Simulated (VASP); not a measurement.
# BaTiO3 (P4mm) in VASP: a series of runs

BaTiO3 is run at these levels: PBE; tasks: single point.

Everything below comes from runs of VASP 6.6.1. Logs are shortened: lines on timing, memory, paths and dates and some standing lists are left out, and cuts for length are marked.

## 1. The cell of the first run

Symmetry: P4mm, No. 99, tetragonal system. The conventional cell has a = 3.905 Å, b = 3.905 Å, c = 4.112 Å, α = 90.00°, β = 90.00°, γ = 90.00°. Within 3.6 Å of Ba (site symmetry 4mm) lie 12 O at 2.75 to 2.93 Å and 8 Ti at 3.40 to 3.49 Å. Within 2.4 Å of Ti (site symmetry 4mm) lie 6 O at 1.78 to 2.34 Å. Within 2.4 Å of O (site symmetry 4mm) lie 2 Ti at 1.78 to 2.34 Å. O (site symmetry 2mm) has 2 Ti at 1.96 Å within 2.6 Å.

## 2. Single point, PBE (volume changed by -6%)

INCAR reads:

```
ALGO = Normal
EDIFF = 1E-7
ENCUT = 520
GGA = PE
ISIF = 2
ISMEAR = 0
LASPH = T
LCHARG = F
LREAL = F
LWAVE = F
NBANDS = 28
NELM = 60
PREC = Accurate
SIGMA = 0.01
```

KPOINTS reads:

```
k-points
0
Gamma
  6 6 6
```

POSCAR reads:

```
BaTiO3
1.0
    3.9047408423      0.0000000000      0.0000000000
    0.0000000000      3.9047408423      0.0000000000
    0.0000000000      0.0000000000      4.1123374271
Ba Ti O
1 1 3
Direct
    0.0000000000      0.0000000000     -0.0104426122
    0.5000000000      0.5000000000      0.4722700988
    0.5000000000      0.5000000000      0.0405145067
    0.5000000000      0.0000000000      0.5203290034
    0.0000000000      0.5000000000      0.5203290034
```

Potentials or basis: VASP PAW PBE potentials, release 64 (Ba_sv, Ti_sv, O).

On the command line:

```console
cat potpaw_PBE.64/Ba_sv/POTCAR potpaw_PBE.64/Ti_sv/POTCAR potpaw_PBE.64/O/POTCAR > POTCAR
mpirun -np 1 vasp_std > vasp.out
```

OUTCAR:

```text
EDIFF = 1E-7
   ENCUT = 520
   GGA = PE
   ISIF = 2
   ISMEAR = 0
   LASPH = T
   LREAL = F
   NELM = 60
   PREC = Accurate

 ion  position               nearest neighbor table
   1  0.000  0.000  0.990-   4 2.75   5 2.75   5 2.75   4 2.75   3 2.77   3 2.77   3 2.77   3 2.77
                             4 2.93   5 2.93   5 2.93   4 2.93   2 3.40   2 3.40   2 3.40   2 3.40
   2  0.500  0.500  0.472-   3 1.78   4 1.96   5 1.96   4 1.96   5 1.96   3 2.34   1 3.40   1 3.40
                             1 3.40   1 3.40   1 3.49   1 3.49   1 3.49   1 3.49
   3  0.500  0.500  0.041-   2 1.78   2 2.34   1 2.77   1 2.77   1 2.77   1 2.77
   4  0.500  0.000  0.520-   2 1.96   2 1.96   1 2.75   1 2.75   1 2.93   1 2.93
   5  0.000  0.500  0.520-   2 1.96   2 1.96   1 2.75   1 2.75   1 2.93   1 2.93

  LATTYP: Found a simple tetragonal cell.
 ALAT       =     3.9047408423
 C/A-ratio  =     1.0531652658

  Lattice vectors:

 A1 = (   3.9047408423,   0.0000000000,   0.0000000000)
 A2 = (   0.0000000000,   3.9047408423,   0.0000000000)
 A3 = (   0.0000000000,   0.0000000000,   4.1123374271)

Analysis of symmetry for initial positions (statically):
=====================================================================
 Subroutine PRICEL returns:
 Original cell was already a primitive cell.

 Routine SETGRP: Setting up the symmetry group for a
 simple tetragonal supercell.

 Subroutine GETGRP returns: Found  8 space group operations
 (whereof  8 operations were pure point group operations)
 out of a pool of 16 trial point group operations.

The static configuration has the point symmetry C_4v.

Analysis of symmetry for dynamics (positions and initial velocities):
=====================================================================
 Subroutine PRICEL returns:
 Original cell was already a primitive cell.

 Routine SETGRP: Setting up the symmetry group for a
 simple tetragonal supercell.

 Subroutine GETGRP returns: Found  8 space group operations
 (whereof  8 operations were pure point group operations)
 out of a pool of 16 trial point group operations.

The dynamic configuration has the point symmetry C_4v.

 Subroutine INISYM returns: Found  8 space group operations
 (whereof  8 operations are pure point group operations),
 and found     1 'primitive' translations
[... 98 lines left out ...]
   LASPH  =      T    aspherical Exc in radial PAW
   ENCUT  =  520.0 eV  38.22 Ry    6.18 a.u.   7.26  7.26  7.65*2*pi/ulx,y,z
   NELM   =     60;   NELMIN=  2; NELMDL= -5     # of ELM steps
   EDIFF  = 0.1E-06   stopping-criterion for ELM
   LREAL  =      F    real-space projection
   EDIFFG = 0.1E-05   stopping-criterion for IOM
   NSW    =      0    number of steps for IOM
   IBRION =     -1    ionic relax: 0-MD 1-quasi-New 2-CG
   NFREE  =      0    steps in history (QN), initial steepest desc. (CG)
   ISIF   =      2    stress and relaxation
   ISYM   =      2    0-nonsym 1-usesym 2-fastsym
   POTIM  = 0.5000    time-step for ionic-motion
   TEBEG  =    0.0;   TEEND  =   0.0 temperature during run
   PSTRESS=    0.0 pullay stress
   NELECT =      40.0000    total number of electrons
   NUPDOWN=      -1.0000    fix difference up-down
   EMIN   =  10.00;   EMAX   =-10.00  energy-range for DOS
   EFERMI =   0.00;   METHOD = LEGACY
   ISMEAR =     0;   SIGMA  =   0.01  broadening in eV -4-tet -1-fermi 0-gaus
   EFERMI_NEDOS =   21; number of points for ismear=-14 and -15
   IALGO  =     38    algorithm
   IMIX   =      4    mixing-type and parameters
     AMIX     =   0.40;   BMIX     =  1.00
     AMIX_MAG =   1.60;   BMIX_MAG =  1.00
  volume/ion in A,a.u.               =      12.54        84.63
  Fermi-wavevector in a.u.,A,eV,Ry     =   1.409301  2.663193 27.022931  1.986129
  Thomas-Fermi vector in A             =   2.531371
   LORBIT       =      0    0 simple, 1 ext, 2 COOP (PROOUT), +10 PAW based schemes
   GGA     = PE    functional components
   LHFCALC =     F    Hartree Fock is set to
   AEXX    =    0.0000 exact exchange contribution
   IVDW    =     0    specifies the selected vdW correction
   LEPSILON=     F    determine dielectric tensor
   LRPA    =     F    only Hartree local field effects (RPA)
 non-spin polarized calculation
 Gauss-broadening in eV      SIGMA  =   0.01
  energy-cutoff  :      520.00
  volume of cell :       62.70
 maximum number of plane-waves:      1714
 NGX is ok and might be reduce to    30
   NGX = 15   NGY = 15   NGZ = 15

 number of electron      40.0000004 magnetization

 Free energy of the ion-electron system (eV)
  ---------------------------------------------------
  ext. energy  EPLUGINS =         0.00000000
  ---------------------------------------------------
  free energy    TOTEN  =       -39.86113055 eV

  energy without entropy =      -39.86113055  energy(sigma->0) =      -39.86113055

 E-fermi :   4.3242     XC(G=0): -11.3516

 val. band max:        4.2286462937   @ k =   0.5000   0.5000   0.5000
 cond. band min:       6.1437711945   @ k =   0.0000   0.0000   0.0000
 fundamental gap:      1.9151249009
 Fermi energy:         4.3242478480

 k-point     1 :       0.0000    0.0000    0.0000
  band No.  band energies     occupation
      1     -52.1667      2.00000
      2     -28.5606      2.00000
      3     -28.3964      2.00000
      4     -28.3964      2.00000
      5     -20.8221      2.00000
      6     -12.9291      2.00000
[... 733 lines left out ...]
     27      12.2506      0.00000
     28      13.5527      0.00000

 [... further k-points ...]

------------------------ aborting loop because EDIFF is reached ----------------------------------------

  FORCE on cell =-STRESS in cart. coord.  units (eV):
  Direction    XX          YY          ZZ          XY          YZ          ZX
  --------------------------------------------------------------------------------------
  -------------------------------------------------------------------------------------
  Total        5.1200682      5.1200682      5.0343955      0.0000000      0.0000000      0.0000000
  in kB      130.8317522    130.8317522    128.6425799      0.0000000      0.0000000      0.0000000
  external PRESSURE =     130.1020281 kB  Pullay stress =       0.0000000 kB

 VOLUME and BASIS-vectors are now :
 -----------------------------------------------------------------------------
  energy-cutoff  :      520.00
  volume of cell :       62.70
      direct lattice vectors                 reciprocal lattice vectors
     3.904740842  0.000000000  0.000000000     0.256098942  0.000000000  0.000000000
     0.000000000  3.904740842  0.000000000     0.000000000  0.256098942  0.000000000
     0.000000000  0.000000000  4.112337427     0.000000000  0.000000000  0.243170707

 POSITION                                       TOTAL-FORCE (eV/Angst)
 -----------------------------------------------------------------------------------
      0.00000      0.00000      4.06939        -0.000000     -0.000000      0.144610
      1.95237      1.95237      1.94213        -0.000000      0.000000      0.758984
      1.95237      1.95237      0.16661        -0.000000     -0.000000     -0.946810
      1.95237      0.00000      2.13977         0.000000     -0.000000      0.021608
      0.00000      1.95237      2.13977         0.000000      0.000000      0.021608
 -----------------------------------------------------------------------------------
    total drift:                                0.000000      0.000000     -0.000295

  FREE ENERGIE OF THE ION-ELECTRON SYSTEM (eV)
  ---------------------------------------------------
  free  energy   TOTEN  =       -39.8611305506 eV

  energy  without entropy=      -39.8611305506  energy(sigma->0) =      -39.86113055
```

OSZICAR:

```text
N       E                     dE             d eps       ncg     rms          rms(c)
DAV:   1     0.446121467711E+03    0.44612E+03   -0.20958E+04  2240   0.156E+03
DAV:   2    -0.108326837464E+01   -0.44720E+03   -0.42489E+03  2548   0.436E+02
DAV:   3    -0.480104298938E+02   -0.46927E+02   -0.46507E+02  3080   0.138E+02
DAV:   4    -0.502042618283E+02   -0.21938E+01   -0.21893E+01  3456   0.258E+01
DAV:   5    -0.502600018940E+02   -0.55740E-01   -0.55733E-01  2960   0.322E+00    0.250E+01
DAV:   6    -0.399677075680E+02    0.10292E+02   -0.53710E+01  3244   0.700E+01    0.101E+01
DAV:   7    -0.399875593439E+02   -0.19852E-01   -0.99947E+00  2992   0.239E+01    0.769E+00
DAV:   8    -0.398394842179E+02    0.14808E+00   -0.62729E-01  2752   0.794E+00    0.344E+00
DAV:   9    -0.398776871666E+02   -0.38203E-01   -0.24951E-01  3164   0.391E+00    0.130E+00
DAV:  10    -0.398623936771E+02    0.15293E-01   -0.91694E-02  2644   0.326E+00    0.405E-01
DAV:  11    -0.398615305527E+02    0.86312E-03   -0.66974E-03  3240   0.621E-01    0.142E-01
DAV:  12    -0.398611539633E+02    0.37659E-03   -0.14749E-03  2868   0.323E-01    0.488E-02
DAV:  13    -0.398611303059E+02    0.23657E-04   -0.19529E-04  2884   0.131E-01    0.179E-02
DAV:  14    -0.398611303074E+02   -0.15698E-08   -0.52324E-05  3284   0.538E-02    0.815E-03
DAV:  15    -0.398611315028E+02   -0.11954E-05   -0.99208E-06  3268   0.297E-02    0.932E-03
DAV:  16    -0.398611305191E+02    0.98370E-06   -0.35670E-06  3060   0.195E-02    0.220E-03
DAV:  17    -0.398611305506E+02   -0.31469E-07   -0.45921E-07  2352   0.703E-03
   1 F= -.39861131E+02 E0= -.39861131E+02  d E =-.529596E-44
```

It took 50 s on 1 thread of Intel Xeon 6975P-C (Granite Rapids), shared host; peak memory 0.22 GiB.

Results:

- Free energy: -39.8611 eV
- Pressure: 13.0 GPa
- Largest force: 0.947 eV/Å
- Band gap on the k mesh: 1.92 eV, indirect (least direct gap 2.48 eV)

Forces in eV/Å, atoms in the order of the input:
```
Ba   0.000  0.000  0.145
Ti   0.000  0.000  0.759
O    0.000  0.000 -0.947
O    0.000  0.000  0.022
O    0.000  0.000  0.022
```

Stress tensor (GPa, compression positive):
```
13.08  0.00  0.00
 0.00 13.08  0.00
 0.00  0.00 12.86
```

Levels at points of the mesh, in eV from the valence-band top:
```csv
k point,band 17,band 18,band 19,band 20,band 21,band 22,band 23,band 24
"(0.00, 0.00, 0.00)",-1.44,-0.90,-0.56,-0.56,1.92,2.61,2.61,4.44
"(0.50, 0.00, 0.00)",-2.07,-1.78,-1.61,-1.37,2.71,3.72,3.84,4.49
"(0.50, 0.50, 0.00)",-2.02,-1.14,-1.14,-0.07,3.89,3.89,4.25,4.51
"(0.00, 0.00, 0.50)",-2.19,-2.13,-0.74,-0.74,2.06,3.75,3.75,4.45
"(0.50, 0.00, 0.50)",-1.84,-1.17,-1.09,-0.55,3.76,3.79,4.03,5.29
"(0.50, 0.50, 0.50)",-2.62,-0.48,-0.48,0.00,4.32,4.32,4.44,6.28
```

Caveat: the cell differs from its parent crystal (volume changed by -6%); spin-orbit coupling is left out, which moves the levels of the heavy elements.

## 3. Single point, PBE (volume changed by -3%)

INCAR reads:

```
PREC = Accurate
ENCUT = 520
EDIFF = 1E-7
ISMEAR = 0
SIGMA = 0.01
LREAL = F
LASPH = T
NELM = 60
ALGO = Normal
ISIF = 2
LWAVE = F
LCHARG = F
GGA = PE
NBANDS = 28
```

KPOINTS reads:

```
regular mesh
0
Gamma
  6 6 6
```

POSCAR: that of step 2 with these lines changed.

```diff
@@ -2,5 +2,5 @@
 1.0
-    3.9047408423      0.0000000000      0.0000000000
-    0.0000000000      3.9047408423      0.0000000000
-    0.0000000000      0.0000000000      4.1123374271
+    3.9458463982      0.0000000000      0.0000000000
+    0.0000000000      3.9458463982      0.0000000000
+    0.0000000000      0.0000000000      4.1556283708
 Ba Ti O
```

Potentials or basis: VASP PAW PBE potentials, release 64 (Ba_sv, Ti_sv, O).

On the command line:

```console
cat potpaw_PBE.64/Ba_sv/POTCAR potpaw_PBE.64/Ti_sv/POTCAR potpaw_PBE.64/O/POTCAR > POTCAR
mpirun -np 1 vasp_std > vasp.out
```

Wall time 45 s (1 thread of Intel Xeon 6975P-C (Granite Rapids), shared host); peak memory 0.22 GiB.

Results (log left out):

```
Free energy            : -39.9862 eV
Pressure               : 6.8 GPa
Largest force          : 0.490 eV/Å
Band gap on the k mesh : 1.85 eV, indirect (least direct gap 2.41 eV)
```

Forces in eV/Å, atoms in the order of the input:
```
Ba   0.000  0.000  0.093
Ti   0.000  0.000  0.406
O    0.000  0.000 -0.490
O    0.000  0.000 -0.005
O    0.000  0.000 -0.005
```

Levels at points of the mesh, in eV from the valence-band top:
```
           k point  band 18  band 19  band 20  band 21  band 22  band 23
(0.00, 0.00, 0.00)    -0.92    -0.56    -0.56     1.85     2.52     2.52
(0.50, 0.00, 0.00)    -1.75    -1.60    -1.35     2.60     3.57     3.68
(0.50, 0.50, 0.00)    -1.15    -1.15    -0.06     3.72     3.72     4.07
(0.00, 0.00, 0.50)    -2.09    -0.74    -0.74     1.98     3.59     3.59
(0.50, 0.00, 0.50)    -1.17    -1.09    -0.53     3.60     3.62     3.86
(0.50, 0.50, 0.50)    -0.47    -0.47     0.00     4.13     4.13     4.24
```

Caveat: the cell differs from its parent crystal (volume changed by -3%); spin-orbit coupling is left out, which moves the levels of the heavy elements. A k mesh can miss the band edges.

## 4. Single point, PBE

This run uses another cell than the first one, of 12.98 Å³/atom, 1.035 times its volume.

INCAR reads:

```
  ALGO = Normal
  EDIFF = 1E-6
  ENCUT = 520
  GGA = PE
  ISIF = 2
  ISMEAR = 0
  LASPH = True
  LCHARG = False
  LREAL = False
  LWAVE = False
  NBANDS = 28
  NELM = 60
  PREC = Accurate
  SIGMA = 0.01
```

KPOINTS reads:

```
k-points
0
Gamma
  6 6 6
```

POSCAR reads:

```
BaTiO3
1.0
    3.9723651325      0.0000000000      0.0000000000
    0.0000000000      3.9723651325      0.0000000000
    0.0000000000      0.0000000000      4.1122286721
Ba Ti O
1 1 3
Direct
    0.0000000000      0.0000000000     -0.0043576223
    0.5000000000      0.5000000000      0.4775257951
    0.5000000000      0.5000000000      0.0345450507
    0.5000000000      0.0000000000      0.5176433883
    0.0000000000      0.5000000000      0.5176433883
```

On the command line:

```console
cat potpaw_PBE.64/Ba_sv/POTCAR potpaw_PBE.64/Ti_sv/POTCAR potpaw_PBE.64/O/POTCAR > POTCAR
mpirun -np 1 vasp_std > vasp.out
```

It took 40 s on 1 thread of Intel Xeon 6975P-C (Granite Rapids), shared host; peak memory 0.21 GiB.

The run converged. Its results:

```
Free energy            : -40.0082 eV
Pressure               : 4.9 GPa
Largest force          : 0.200 eV/Å
Band gap on the k mesh : 1.81 eV, indirect (least direct gap 2.30 eV)
```

Forces on the atoms (eV/Å):
```
Ba   0.000  0.000  0.019
Ti   0.000  0.000  0.133
O    0.000  0.000 -0.200
O    0.000  0.000  0.024
O    0.000  0.000  0.024
```

Stress tensor (GPa, compression positive):
```
4.83 0.00 0.00
0.00 4.83 0.00
0.00 0.00 5.03
```

Levels at points of the mesh, in eV from the valence-band top:
```csv
k point,band 16,band 17,band 18,band 19,band 20,band 21,band 22,band 23,band 24,band 25
"(0.00, 0.00, 0.00)",-1.58,-1.28,-0.71,-0.49,-0.49,1.81,2.31,2.31,4.09,4.26
"(0.50, 0.00, 0.00)",-2.01,-1.95,-1.72,-1.38,-1.17,2.41,3.52,3.60,4.15,5.74
"(0.50, 0.50, 0.00)",-2.95,-1.95,-1.11,-1.11,-0.07,3.64,3.64,3.99,4.41,7.61
"(0.00, 0.00, 0.50)",-2.12,-2.04,-2.02,-0.73,-0.73,1.95,3.53,3.53,4.08,6.02
"(0.50, 0.00, 0.50)",-2.70,-1.81,-1.08,-1.02,-0.41,3.54,3.56,3.86,4.90,7.39
"(0.50, 0.50, 0.50)",-2.58,-2.58,-0.33,-0.33,0.00,4.11,4.11,4.19,6.23,6.52
```

Caveat: spin-orbit coupling is left out, which moves the levels of the heavy elements.

## 5. Single point, PBE

This run uses another cell than the first one, of 13.34 Å³/atom, 1.064 times its volume.

INCAR reads:

```
  PREC = Accurate
  ENCUT = 520
  EDIFF = 1E-6
  ISMEAR = 0
  SIGMA = 0.01
  LREAL = False
  LASPH = True
  NELM = 100
  ALGO = Normal
  ISIF = 2
  LWAVE = False
  LCHARG = False
  GGA = PE
  NBANDS = 28
```

KPOINTS reads:

```
regular mesh
0
Gamma
  6 6 6
```

POSCAR reads:

```
BaTiO3
1.0
    3.9861129181      0.0000000000      0.0000000000
    0.0000000000      3.9861129181      0.0000000000
    0.0000000000      0.0000000000      4.1980356709
Ba Ti O
1 1 3
Direct
    0.0000000000      0.0000000000     -0.0104426122
    0.5000000000      0.5000000000      0.4722700988
    0.5000000000      0.5000000000      0.0405145067
    0.5000000000      0.0000000000      0.5203290034
    0.0000000000      0.5000000000      0.5203290034
```

On the command line:

```console
cat potpaw_PBE.64/Ba_sv/POTCAR potpaw_PBE.64/Ti_sv/POTCAR potpaw_PBE.64/O/POTCAR > POTCAR
mpirun -np 1 vasp_std > vasp.out
```

Run time: 38 s. Hardware: 1 thread of Intel Xeon 6975P-C (Granite Rapids), shared host; peak memory 0.22 GiB.

The run converged. Its results:

```yaml
Free_energy: -40.0402 eV
Pressure: 1.6 GPa
Largest_force: 0.084 eV/Å
Band_gap_on_the_k_mesh: 1.79 eV, indirect (least direct gap 2.35 eV)
```

Forces on the atoms (eV/Å):
```
Ba   0.000  0.000  0.047
Ti   0.000  0.000  0.084
O    0.000  0.000 -0.077
O    0.000  0.000 -0.027
O    0.000  0.000 -0.027
```

Stress tensor (GPa, compression positive):
```
1.56 0.00 0.00
0.00 1.56 0.00
0.00 0.00 1.67
```

Levels at points of the mesh, in eV from the valence-band top:
| k point | band 18 | band 19 | band 20 | band 21 | band 22 | band 23 |
| --- | --- | --- | --- | --- | --- | --- |
| (0.00, 0.00, 0.00) | -0.93 | -0.56 | -0.56 | 1.79 | 2.43 | 2.43 |
| (0.50, 0.00, 0.00) | -1.71 | -1.58 | -1.34 | 2.50 | 3.42 | 3.52 |
| (0.50, 0.50, 0.00) | -1.17 | -1.17 | -0.06 | 3.56 | 3.56 | 3.90 |
| (0.00, 0.00, 0.50) | -2.00 | -0.74 | -0.74 | 1.91 | 3.43 | 3.43 |
| (0.50, 0.00, 0.50) | -1.18 | -1.09 | -0.52 | 3.45 | 3.47 | 3.71 |
| (0.50, 0.50, 0.50) | -0.46 | -0.46 | 0.00 | 3.95 | 3.95 | 4.06 |

Caveat: spin-orbit coupling is left out, which moves the levels of the heavy elements. A k mesh can miss the band edges.

## 6. The runs side by side

```csv
cell,gap on the mesh (eV),pressure (GPa),largest force (eV/Å)
"a = 3.905, b = 3.905, c = 4.112 Å, 5 atoms",1.92,13.0,0.95
"a = 3.946, b = 3.946, c = 4.156 Å, 5 atoms",1.85,6.8,0.49
"a = 3.972, b = 3.972, c = 4.112 Å, 5 atoms",1.81,4.9,0.20
"a = 3.986, b = 3.986, c = 4.198 Å, 5 atoms",1.79,1.6,0.08
```

Alike in all rows: task single point; level PBE; potentials or basis VASP PAW PBE potentials, release 64 (Ba_sv, Ti_sv, O); no spin polarisation; k mesh 6 × 6 × 6; cutoff (eV) 520; smearing gaussian 0.01 eV.

Caveats: spin-orbit coupling is left out, which moves the levels of the heavy elements.

Total energies depend on the potentials used, so only differences within one code and one set of settings carry meaning.
